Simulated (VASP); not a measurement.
Here is a VASP 6.6.1 calculation.

File INCAR:

```
PREC = Accurate ; ENCUT = 600
EDIFF = 1E-6 ; ISMEAR = 0
SIGMA = 0.1 ; LREAL = False
LASPH = True ; NELM = 80
ALGO = Fast ; ISIF = 3
LWAVE = False ; LCHARG = False
GGA = PE ; IBRION = 2
NSW = 100 ; EDIFFG = -0.01
```

File KPOINTS:

```
Automatic mesh
0
Gamma
  8 8 8
```

POSCAR

```
Sc2Si
1.0
    0.0000000000      3.9550462164      3.9550462164
    3.9550462164      0.0000000000      3.9550462164
    3.9550462164      3.9550462164      0.0000000000
Sc Si
4 2
Direct
    0.1250000000      0.1250000000      0.1250000000
    0.6250000000      0.1250000000      0.1250000000
    0.1250000000      0.1250000000      0.6250000000
    0.1250000000      0.6250000000      0.1250000000
    0.5000000000      0.5000000000      0.5000000000
    0.7500000000      0.7500000000      0.7500000000
```

Potentials or basis: VASP PAW PBE potentials, release 64 (Sc_sv, Si).

Command:

```console
$ cat potpaw_PBE.64/Sc_sv/POTCAR potpaw_PBE.64/Si/POTCAR > POTCAR
$ mpirun -np 1 vasp_std > vasp.out
```

(1) What does it give for the band gap on the k mesh?

(2) What does it give for the relaxed volume?

Answers

(1) zero (bands 26 and 27 overlap by 0.73 eV).

(2) 20.74 Å³/atom.
